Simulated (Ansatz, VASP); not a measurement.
## C: VASP beside Ansatz

```
C
1.0
    -1.20731    1.20731    1.20731
     1.20731   -1.20731    1.20731
     1.20731    1.20731   -1.20731
C
1
Direct
  0.00000 0.00000 0.00000
```

Change from the starting cell: volume scaled by 1.06, crystal datasets.

Alike in both runs: task electric field gradients; functional PBE; k mesh 16 × 16 × 16; occupations fermi-dirac, width 0.03 eV; no spin polarisation.

```csv
,VASP,Ansatz
version,VASP 6.6.1,Ansatz 0.2.0
potentials or method,"VASP PAW PBE potentials, release 64 (C), cutoff 520 eV","all-electron PAW with datasets made for the crystal, scalar-relativistic"
```

Ansatz gave:

* pressure (GPa): -8.9

What did VASP give for the same quantities?

Pressure (GPa): -8.8.

Ansatz ran all-electron here, and VASP with PAW potentials. Ansatz's warnings: printed levels off.
